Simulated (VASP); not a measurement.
# GaS3 (P-31m) in VASP: notebook

Runs on GaS3. Level: PBE. Tasks: single point.

All numbers are computed with VASP 6.6.1; they aren't measurements. Logs are shortened: lines on timing, memory, paths and dates and some standing lists are left out, and cuts for length are marked.

## 1. The cell of the first run

The structure is trigonal, space group P-31m (No. 162). The conventional cell has a = 5.211 Å, b = 5.211 Å, c = 7.579 Å, α = 90.00°, β = 90.00°, γ = 120.00°. Ga (site symmetry 32) has 6 S at 2.45 Å and 3 Ga at 3.01 Å within 3.2 Å. S (site symmetry m) has 2 Ga at 2.45 Å and 6 S at 2.73 to 3.16 Å within 3.2 Å.

The cell was built from a structure type or drawn by symmetry, and may not be a known phase.

## 2. Single point, PBE

Contents of INCAR:

```
SYSTEM = GaS3
PREC     = Accurate       ! precision mode
ENCUT    = 520            ! plane-wave cutoff, eV
EDIFF    = 1E-6           ! SCF threshold, eV
ISMEAR   = 0              ! smearing method
SIGMA    = 0.1            ! smearing width, eV
LREAL    = .FALSE.        ! projectors in reciprocal space
LASPH    = .TRUE.         ! aspherical terms in the spheres
NELM     = 60             ! most SCF steps
ALGO     = Normal         ! electronic algorithm
ISIF     = 2              ! what is computed and relaxed
LWAVE    = .FALSE.        ! write WAVECAR
LCHARG   = .FALSE.        ! write CHGCAR
GGA      = PE             ! functional
NBANDS   = 41             ! bands
```

Contents of KPOINTS:

```
regular mesh
0
G
  3 3 4
  0 0 0
```

Contents of POSCAR:

```
GaS3
1.0
    5.2114430038     -0.0000000025      0.0000000000
   -2.6057214997      4.5132420329      0.0000000000
    0.0000000000      0.0000000000      7.5792371023
Ga S
2 6
Direct
    0.6666666667      0.3333333333      0.0000000000
    0.3333333333      0.6666666667      0.0000000000
    0.6976047033      0.6976047033      0.7835060874
    0.3023952967      0.3023952967      0.2164939126
    0.0000000000      0.3023952967      0.7835060874
    0.3023952967      0.0000000000      0.7835060874
    0.6976047033      0.0000000000      0.2164939126
    0.0000000000      0.6976047033      0.2164939126
```

Potentials or basis: VASP PAW PBE potentials, release 64 (Ga_d, S).

Command:

```console
$ cat potpaw_PBE.64/Ga_d/POTCAR potpaw_PBE.64/S/POTCAR > POTCAR
$ mpirun -np 1 vasp_std > vasp.out
```

OUTCAR:

```text
SYSTEM = GaS3
   PREC = Accurate
   ENCUT = 520
   EDIFF = 1E-6
   ISMEAR = 0
   LREAL = .FALSE.
   LASPH = .TRUE.
   NELM = 60
   ISIF = 2
   GGA = PE

 ion  position               nearest neighbor table
   1  0.667  0.333  0.000-   7 2.45   5 2.45   8 2.45   6 2.45   3 2.45   4 2.45
   2  0.333  0.667  0.000-   6 2.45   8 2.45   5 2.45   7 2.45   4 2.45   3 2.45
   3  0.698  0.698  0.784-   1 2.45   2 2.45   5 2.73   6 2.73
   4  0.302  0.302  0.216-   2 2.45   1 2.45   8 2.73   7 2.73
   5  0.000  0.302  0.784-   1 2.45   2 2.45   6 2.73   3 2.73
   6  0.302  0.000  0.784-   2 2.45   1 2.45   5 2.73   3 2.73
   7  0.698  0.000  0.216-   1 2.45   2 2.45   8 2.73   4 2.73
   8  0.000  0.698  0.216-   2 2.45   1 2.45   7 2.73   4 2.73

  LATTYP: Found a hexagonal cell.
 ALAT       =     5.2114430038
 C/A-ratio  =     1.4543451971

  Lattice vectors:

 A1 = (   5.2114430038,  -0.0000000025,   0.0000000000)
 A2 = (  -2.6057214997,   4.5132420329,   0.0000000000)
 A3 = (   0.0000000000,   0.0000000000,   7.5792371023)

Analysis of symmetry for initial positions (statically):
=====================================================================
 Subroutine PRICEL returns:
 Original cell was already a primitive cell.

 Routine SETGRP: Setting up the symmetry group for a
 hexagonal supercell.

 Subroutine GETGRP returns: Found 12 space group operations
 (whereof 12 operations were pure point group operations)
 out of a pool of 24 trial point group operations.

The static configuration has the point symmetry D_3d.

Analysis of symmetry for dynamics (positions and initial velocities):
=====================================================================
 Subroutine PRICEL returns:
 Original cell was already a primitive cell.

 Routine SETGRP: Setting up the symmetry group for a
 hexagonal supercell.

 Subroutine GETGRP returns: Found 12 space group operations
 (whereof 12 operations were pure point group operations)
 out of a pool of 24 trial point group operations.

The dynamic configuration has the point symmetry D_3d.

 Subroutine INISYM returns: Found 12 space group operations
 (whereof 12 operations are pure point group operations),
 and found     1 'primitive' translations

----------------------------------------------------------------------------------------

                                     Primitive cell

  volume of cell :     178.2675

  direct lattice vectors                    reciprocal lattice vectors
     5.211443004 -0.000000003  0.000000000     0.191885434  0.110785107  0.000000000
    -2.605721500  4.513242033  0.000000000     0.000000000  0.221570213  0.000000000
     0.000000000  0.000000000  7.579237102     0.000000000  0.000000000  0.131939401

  length of vectors
     5.211443004  5.211443004  7.579237102     0.221570213  0.221570213  0.131939401

  position of ions in fractional coordinates (direct lattice)
     0.666666667  0.333333333  0.000000000
     0.333333333  0.666666667  0.000000000
     0.697604703  0.697604703  0.783506087
     0.302395297  0.302395297  0.216493913
     0.000000000  0.302395297  0.783506087
     0.302395297  0.000000000  0.783506087
     0.697604703  0.000000000  0.216493913
     0.000000000  0.697604703  0.216493913

  ion indices of the primitive-cell ions
   primitive index   ion index
                 1           1
                 2           2
                 3           3
                 4           4
                 5           5
                 6           6
                 7           7
                 8           8

----------------------------------------------------------------------------------------

 KPOINTS: regular mesh

Automatic generation of k-mesh.
 Grid dimensions read from file:
 generate k-points for:    3    3    4

 Generating k-lattice:

  Cartesian coordinates                     Fractional coordinates (reciprocal lattice)
     0.063961811  0.036928369  0.000000000     0.333333333  0.000000000  0.000000000
     0.000000000  0.073856738  0.000000000     0.000000000  0.333333333  0.000000000
     0.000000000  0.000000000  0.032984850     0.000000000  0.000000000  0.250000000

  Length of vectors
     0.073856738  0.073856738  0.032984850

  Shift w.r.t. Gamma in fractional coordinates (k-lattice)
     0.000000000  0.000000000  0.000000000

 Subroutine IBZKPT returns following result:
 ===========================================

 Found     10 irreducible k-points:

 Following reciprocal coordinates:
            Coordinates               Weight
  0.000000  0.000000  0.000000      1.000000
  0.333333 -0.000000  0.000000      6.000000
  0.333333  0.333333  0.000000      2.000000
  0.000000  0.000000  0.250000      2.000000
  0.333333 -0.000000  0.250000     12.000000
  0.333333  0.333333  0.250000      2.000000
 -0.333333 -0.333333  0.250000      2.000000
  0.000000  0.000000  0.500000      1.000000
  0.333333 -0.000000  0.500000      6.000000
  0.333333  0.333333  0.500000      2.000000
   k-points           NKPTS =     10   k-points in BZ     NKDIM =     10   number of bands    NBANDS=     41
   number of dos      NEDOS =    301   number of ions     NIONS =      8
   total plane-waves  NPLWV =  89600
   dimension x,y,z NGX =    40 NGY =   40 NGZ =   56
   dimension x,y,z NGXF=    80 NGYF=   80 NGZF=  112
   ions per type =               2   6
   NGX,Y,Z   is equivalent  to a cutoff of  12.76, 12.76, 12.28 a.u.
   NGXF,Y,Z  is equivalent  to a cutoff of  25.52, 25.52, 24.57 a.u.
 SYSTEM =  GaS3
   PREC   = accura    normal or accurate (medium, high low for compatibility)
   ISTART =      0    job   : 0-new  1-cont  2-samecut
   ICHARG =      2    charge: 1-file 2-atom 10-const
   ISPIN  =      1    spin polarized calculation?
   LNONCOLLINEAR =      F non collinear calculations
   LSORBIT =      F    spin-orbit coupling
   LASPH  =      T    aspherical Exc in radial PAW
   ENCUT  =  520.0 eV  38.22 Ry    6.18 a.u.   9.69  9.69 14.09*2*pi/ulx,y,z
   NELM   =     60;   NELMIN=  2; NELMDL= -5     # of ELM steps
   EDIFF  = 0.1E-05   stopping-criterion for ELM
   LREAL  =      F    real-space projection
   EDIFFG = 0.1E-04   stopping-criterion for IOM
   NSW    =      0    number of steps for IOM
   IBRION =     -1    ionic relax: 0-MD 1-quasi-New 2-CG
   NFREE  =      0    steps in history (QN), initial steepest desc. (CG)
   ISIF   =      2    stress and relaxation
   ISYM   =      2    0-nonsym 1-usesym 2-fastsym
   POTIM  = 0.5000    time-step for ionic-motion
   TEBEG  =    0.0;   TEEND  =   0.0 temperature during run
   PSTRESS=    0.0 pullay stress
   NELECT =      62.0000    total number of electrons
   NUPDOWN=      -1.0000    fix difference up-down
   EMIN   =  10.00;   EMAX   =-10.00  energy-range for DOS
   EFERMI =   0.00;   METHOD = LEGACY
   ISMEAR =     0;   SIGMA  =   0.10  broadening in eV -4-tet -1-fermi 0-gaus
   EFERMI_NEDOS =   21; number of points for ismear=-14 and -15
   IALGO  =     38    algorithm
   IMIX   =      4    mixing-type and parameters
     AMIX     =   0.40;   BMIX     =  1.00
     AMIX_MAG =   1.60;   BMIX_MAG =  1.00
  volume/ion in A,a.u.               =      22.28       150.38
  Fermi-wavevector in a.u.,A,eV,Ry     =   1.151281  2.175606 18.033816  1.325448
  Thomas-Fermi vector in A             =   2.287940
   LORBIT       =      0    0 simple, 1 ext, 2 COOP (PROOUT), +10 PAW based schemes
   GGA     = PE    functional components
   LHFCALC =     F    Hartree Fock is set to
   AEXX    =    0.0000 exact exchange contribution
   IVDW    =     0    specifies the selected vdW correction
   LEPSILON=     F    determine dielectric tensor
   LRPA    =     F    only Hartree local field effects (RPA)
 non-spin polarized calculation
 Gauss-broadening in eV      SIGMA  =   0.10
  energy-cutoff  :      520.00
  volume of cell :      178.27
 maximum number of plane-waves:      4828
   NGX = 19   NGY = 19   NGZ = 29

 number of electron      62.0000009 magnetization

 Free energy of the ion-electron system (eV)
  ---------------------------------------------------
  ext. energy  EPLUGINS =         0.00000000
  ---------------------------------------------------
  free energy    TOTEN  =       -28.60400865 eV

  energy without entropy =      -28.58202430  energy(sigma->0) =      -28.59301647

 E-fermi :   2.9433     XC(G=0):  -9.0817

 val. band max:        2.9175017234   @ k =   0.3333   0.3333   0.5000
 cond. band min:       3.2827806728   @ k =   0.3333   0.3333   0.0000
 fundamental gap:      0.3652789494
 Fermi energy:         2.9433176832

 k-point     1 :       0.0000    0.0000    0.0000
  band No.  band energies     occupation
      1     -11.7030      2.00000
      2     -11.6922      2.00000
      3     -11.6922      2.00000
      4     -11.5721      2.00000
      5     -11.5721      2.00000
      6     -11.4549      2.00000
[... 33 lines left out ...]
     40       9.8943      0.00000
     41       9.8945      0.00000

 k-point     2 :       0.3333   -0.0000    0.0000
  band No.  band energies     occupation
      1     -11.7594      2.00000
      2     -11.7577      2.00000
      3     -11.5691      2.00000
      4     -11.5326      2.00000
      5     -11.5121      2.00000
      6     -11.5042      2.00000
[... 33 lines left out ...]
     40       9.2281      0.00000
     41      10.3723      0.00000

 k-point     3 :       0.3333    0.3333    0.0000
  band No.  band energies     occupation
      1     -11.8545      2.00000
      2     -11.6538      2.00000
      3     -11.6538      2.00000
      4     -11.5490      2.00000
      5     -11.4825      2.00000
      6     -11.4825      2.00000
[... 259 lines left out ...]
      2     -11.7588      2.00000
      3     -11.5696      2.00000
      4     -11.5322      2.00000
      5     -11.5123      2.00000
      6     -11.5042      2.00000
[... 33 lines left out ...]
     40       9.8077      0.00000
     41      10.1252      0.00000

 k-point    10 :       0.3333    0.3333    0.5000
  band No.  band energies     occupation
      1     -11.8553      2.00000
      2     -11.6542      2.00000
      3     -11.6542      2.00000
      4     -11.5491      2.00000
      5     -11.4825      2.00000
      6     -11.4825      2.00000
[... 33 lines left out ...]
     40       9.7468      0.00000
     41       9.7704      0.00000

------------------------ aborting loop because EDIFF is reached ----------------------------------------

  FORCE on cell =-STRESS in cart. coord.  units (eV):
  Direction    XX          YY          ZZ          XY          YZ          ZX
  --------------------------------------------------------------------------------------
  -------------------------------------------------------------------------------------
  Total        0.0065473      0.0065473      0.0489428      0.0000000      0.0000000      0.0000000
  in kB        0.0588434      0.0588434      0.4398733      0.0000000      0.0000000      0.0000000
  external PRESSURE =       0.1858533 kB  Pullay stress =       0.0000000 kB

 VOLUME and BASIS-vectors are now :
 -----------------------------------------------------------------------------
  energy-cutoff  :      520.00
  volume of cell :      178.27
      direct lattice vectors                 reciprocal lattice vectors
     5.211443004 -0.000000003  0.000000000     0.191885434  0.110785107  0.000000000
    -2.605721500  4.513242033  0.000000000     0.000000000  0.221570213  0.000000000
     0.000000000  0.000000000  7.579237102     0.000000000  0.000000000  0.131939401

 POSITION                                       TOTAL-FORCE (eV/Angst)
 -----------------------------------------------------------------------------------
      2.60572      1.50441      0.00000        -0.000000     -0.000000     -0.000000
      0.00000      3.00883      0.00000        -0.000000     -0.000000      0.000000
      1.81776      3.14846      5.93838         0.003430      0.005942     -0.004450
      0.78796      1.36478      1.64086        -0.003430     -0.005942      0.004450
     -0.78796      1.36478      5.93838         0.003430     -0.005942     -0.004450
      1.57592     -0.00000      5.93838        -0.006861      0.000000     -0.004450
      3.63553     -0.00000      1.64086         0.006861     -0.000000      0.004450
     -1.81776      3.14846      1.64086        -0.003430      0.005942      0.004450
 -----------------------------------------------------------------------------------
    total drift:                                0.000000     -0.000000      0.000000

  FREE ENERGIE OF THE ION-ELECTRON SYSTEM (eV)
  ---------------------------------------------------
  free  energy   TOTEN  =       -28.6040086535 eV

  energy  without entropy=      -28.5820242958  energy(sigma->0) =      -28.59301647
```

Run time: 76 s. Hardware: 1 thread of Intel Xeon 6975P-C (Granite Rapids), shared host; peak memory 0.29 GiB.

Results:

| Item | Value |
| --- | --- |
| Free energy | -28.6040 eV |
| Pressure | 0.0 GPa |
| Largest force | 0.008 eV/Å |
| Band gap on the k mesh | zero (bands 31 and 32 overlap by 2.17 eV) |

Forces in eV/Å, atoms in the order of the input:
```
Ga   0.000  0.000  0.000
Ga   0.000  0.000  0.000
S    0.003  0.006 -0.004
S   -0.003 -0.006  0.004
S    0.003 -0.006 -0.004
S   -0.007  0.000 -0.004
S    0.007  0.000  0.004
S   -0.003  0.006  0.004
```

Caveat: the k points lie up to 0.46 Å⁻¹ apart, too coarse for converged energies and pressures of a metal; this functional lacks dispersion, which binds the layers, so the pressure and a relaxed spacing across them are unreliable.

## 3. Single point, PBE

This run uses another cell than the first one, of 23.05 Å³/atom.

INCAR, as its differences from that of step 2:

```diff
@@ -8,3 +8,3 @@
 LASPH    = .TRUE.         ! aspherical terms in the spheres
-NELM     = 60             ! most SCF steps
+NELM     = 100            ! most SCF steps
 ALGO     = Normal         ! electronic algorithm
```

Contents of KPOINTS:

```
Automatic mesh
0
G
  3 3 4
  0 0 0
```

Contents of POSCAR:

```
GaS3
1.0
    5.9039766300      0.0000000000      0.0000000000
   -2.9519883100      5.1129937400      0.0000000000
    0.0000000000      0.0000000000      6.1074558900
Ga S
2 6
Direct
    0.6666666700      0.3333333300      0.0000000000
    0.3333333300      0.6666666700      0.0000000000
    0.6430399900      0.6430399900      0.7780709900
    0.3569600100      0.3569600100      0.2219290100
    0.0000000000      0.3569600100      0.7780709900
    0.3569600100      0.0000000000      0.7780709900
    0.6430399900      0.0000000000      0.2219290100
    0.0000000000      0.6430399900      0.2219290100
```

Potentials or basis: VASP PAW PBE potentials, release 64 (Ga_d, S).

Command:

```console
$ cat potpaw_PBE.64/Ga_d/POTCAR potpaw_PBE.64/S/POTCAR > POTCAR
$ mpirun -np 1 vasp_std > vasp.out
```

Run time: 92 s. Hardware: 1 thread of Intel Xeon 6975P-C (Granite Rapids), shared host; peak memory 0.33 GiB.

The run converged. Its results:

```yaml
Free_energy: -26.4149 eV
Pressure: 3.4 GPa
Largest_force: 1.392 eV/Å
Band_gap_on_the_k_mesh: zero (bands 31 and 32 overlap by 0.44 eV)
```

Forces in eV/Å, atoms in the order of the input:
```
Ga   0.000  0.000  0.000
Ga   0.000  0.000  0.000
S    0.348  0.602 -1.206
S   -0.348 -0.602  1.206
S    0.348 -0.602 -1.206
S   -0.695  0.000 -1.206
S    0.695  0.000  1.206
S   -0.348  0.602  1.206
```

Stress tensor (GPa, compression positive):
```
1.36 0.00 0.00
0.00 1.36 0.00
0.00 0.00 7.58
```

Levels at points of the mesh, in eV from the Fermi level:
```csv
k point,band 26,band 27,band 28,band 29,band 30,band 31,band 32,band 33,band 34,band 35
"(0.00, 0.00, 0.00)",-1.11,-1.11,-0.55,-0.55,0.12,0.35,0.35,0.42,0.42,3.23
"(0.00, 0.00, 0.50)",-1.18,-0.42,-0.42,-0.15,-0.15,0.34,0.34,0.42,0.42,4.17
```

Caveat: the k points lie up to 0.41 Å⁻¹ apart; this functional lacks dispersion, which binds the layers, so the pressure and a relaxed spacing across them are unreliable; forces of over 1 eV/Å act on the atoms, so gaps and moduli don't describe the material at rest.
